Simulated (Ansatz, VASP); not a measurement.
TiO2: VASP beside Ansatz

File INCAR:

```
SYSTEM = TiO2
PREC     = Accurate       ! precision mode
ENCUT    = 520            ! plane-wave cutoff, eV
EDIFF    = 1E-6           ! SCF threshold, eV
ISMEAR   = 0              ! smearing method
SIGMA    = 0.02           ! smearing width, eV
LREAL    = .FALSE.        ! projectors in reciprocal space
LASPH    = .TRUE.         ! aspherical terms in the spheres
NELM     = 80             ! most SCF steps
ALGO     = Normal         ! electronic algorithm
ISIF     = 2              ! what is computed and relaxed
LWAVE    = .FALSE.        ! write WAVECAR
LCHARG   = .TRUE.         ! write CHGCAR
GGA      = PS             ! functional
LELF     = .TRUE.         ! ELF
LVHAR    = .TRUE.       
NBANDS   = 33             ! bands
```

Contents of KPOINTS:

```
Automatic mesh
0
G
  10 10 10
  0 0 0
```

The input POSCAR:

```
TiO2
1.0
   -1.8843961149      1.8843961149      4.7791527478
    1.8843961149     -1.8843961149      4.7791527478
    1.8843961149      1.8843961149     -4.7791527478
Ti O
2 4
Direct
    0.0000000000      0.0000000000      0.0000000000
    0.7500000000      0.2500000000      0.5000000000
    0.9574304420      0.4574304420      0.5000000000
    0.2074304420      0.2074304420      0.0000000000
    0.5425695580      0.0425695580      0.5000000000
    0.7925695580      0.7925695580      0.0000000000
```

Input for Ansatz:

```yaml
crystal:
  lattice:
    - [-1.8843961149, 1.8843961149, 4.7791527478]
    - [1.8843961149, -1.8843961149, 4.7791527478]
    - [1.8843961149, 1.8843961149, -4.7791527478]
  atoms:
    - { symbol: Ti, position: [0.0, 0.0, 0.0] }
    - { symbol: Ti, position: [0.75, 0.25, 0.5] }
    - { symbol: O, position: [0.957430442, 0.457430442, 0.5] }
    - { symbol: O, position: [0.207430442, 0.207430442, 0.0] }
    - { symbol: O, position: [0.542569558, 0.042569558, 0.5] }
    - { symbol: O, position: [0.792569558, 0.792569558, 0.0] }
basis:
  ecutwfc: 420
  xc_grid: 2
kpoints:
  mp_grid: { grid: [10, 10, 10] }
  band_path: { path: [VBM, CBM], npoints: 2 }
hamiltonian:
  xc: pbesol
scf:
  occupations: { method: gaussian, width: 0.02 }
output:
  forces: true
  stress: true
  eigenvalues: true
```

Alike in both runs: task single point; functional PBEsol; k mesh 10 × 10 × 10; occupations gaussian, width 0.02 eV; no spin polarisation.

|  | VASP | Ansatz |
| --- | --- | --- |
| version | VASP 6.6.1 | Ansatz 0.2.0 |
| potentials or method | VASP PAW PBE potentials, release 64 (Ti_sv, O), cutoff 520 eV | scalar-relativistic, plane waves, PAW |
| valence electrons in the cell | 48 | 48 |

|  | VASP | Ansatz | Ansatz less VASP |
| --- | --- | --- | --- |
| gap on the k mesh at the Fermi level (eV) | 2.10 | 2.13 | +0.025 |
| least direct gap on the mesh (eV) | 2.42 | 2.44 | +0.021 |
| pressure (GPa) | 0.7 | 0.0 | -0.72 |
| rms of the force components (eV/Å) | 0.010 | 0.001 | -0.0093 |

VASP's potentials were made for PBE, not for PBEsol. Atom by atom the forces differ by 0.009 eV/Å (rms over components).
